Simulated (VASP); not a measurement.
Si: single point with r2SCAN

The system is Si.

```
Si
1.0
     0.00000    2.72212    2.72212
     2.72212    0.00000    2.72212
     2.72212    2.72212    0.00000
Si
2
Direct
  0.00000 0.00000 0.00000
  0.25000 0.25000 0.25000
```

```json
{"Program": "VASP 6.6.1", "Task": "single point", "Functional": "r2SCAN", "Potentials or basis": "VASP PAW PBE potentials, release 64 (Si)", "Cutoff": "520 eV", "k mesh": "6 × 6 × 6", "Occupations": "tetrahedron", "Spin": "no spin polarisation", "Dipole correction": "no", "Further INCAR settings": "ALGO = Normal; EDIFF = 1e-06; NBANDS = 11"}
```

| Property | Result |
| --- | --- |
| Pressure | -0.2 GPa |
| Band gap on the k mesh | 0.93 eV (least direct gap 2.75 eV) |

Levels at points of the mesh, in eV from the valence-band top:
| k point | band 1 | band 2 | band 3 | band 4 | band 5 | band 6 | band 7 | band 8 |
| --- | --- | --- | --- | --- | --- | --- | --- | --- |
| (0.00, 0.00, 0.00) | -12.47 | 0.00 | 0.00 | 0.00 | 2.75 | 2.75 | 2.75 | 3.90 |
| (0.50, 0.00, 0.00) | -10.04 | -7.23 | -1.27 | -1.27 | 1.86 | 3.59 | 3.59 | 8.32 |
| (0.50, 0.50, 0.00) | -8.13 | -8.13 | -2.99 | -2.99 | 0.93 | 0.93 | 10.81 | 10.81 |

Wall time 24 s on 1 thread of AMD EPYC 7R13 Processor (Zen 3), with other jobs on the host, peak memory 0.13 GiB.

Caveat: the PAW data sets were made with another functional, which shifts forces and pressure a little. A k mesh can miss the band edges.
